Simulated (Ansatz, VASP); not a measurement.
Two plane-wave programs on K3Pd

INCAR

```
PREC = Accurate
ENCUT = 520
EDIFF = 1E-6
ISMEAR = -1
SIGMA = 0.3
LREAL = False
LASPH = True
NELM = 80
ALGO = Normal
ISIF = 2
LWAVE = False
LCHARG = False
GGA = PE
NBANDS = 26
```

The input KPOINTS:

```
Automatic mesh
0
Gamma
  5 5 5
```

File POSCAR:

```
K3Pd
1.0
    5.4450130000      0.0000000000      0.0000000000
    0.0000000000      5.4450130000      0.0000000000
    0.0000000000      0.0000000000      5.4450130000
K Pd
3 1
Direct
    0.5000000000      0.5000000000      0.0000000000
    0.5000000000      0.0000000000      0.5000000000
    0.0000000000      0.5000000000      0.5000000000
    0.0000000000      0.0000000000      0.0000000000
```

Input for Ansatz:

```yaml
crystal:
  lattice:
    - [5.445013, 0.0, 0.0]
    - [0.0, 5.445013, 0.0]
    - [0.0, 0.0, 5.445013]
  atoms:
    - { symbol: K, position: [0.5, 0.5, 0.0] }
    - { symbol: K, position: [0.5, 0.0, 0.5] }
    - { symbol: K, position: [0.0, 0.5, 0.5] }
    - { symbol: Pd, position: [0.0, 0.0, 0.0] }
basis:
  ecutwfc: 462.593566181796
kpoints:
  mp_grid:
    grid: [5, 5, 5]
hamiltonian:
  xc: pbe
scf:
  occupations:
    method: fermi_dirac
    width: 0.3
output:
  forces: true
  stress: true
```

Alike in both runs: task single point; functional PBE; k mesh 5 × 5 × 5; occupations fermi-dirac, width 0.3 eV; no spin polarisation.

|  | VASP | Ansatz |
| --- | --- | --- |
| version | VASP 6.6.1 | Ansatz 0.2.0 |
| potentials or method | VASP PAW PBE potentials, release 64 (K_sv, Pd), cutoff 520 eV | plane waves, PAW |
| valence electrons in the cell | 37 | 45 |

```csv
,VASP,Ansatz,Ansatz less VASP
pressure (GPa),0.2,0.2,+0.01
```

VASP's potentials hold 37 valence electrons a cell and Ansatz's 45, so a difference there can come from the potentials and not from the codes.
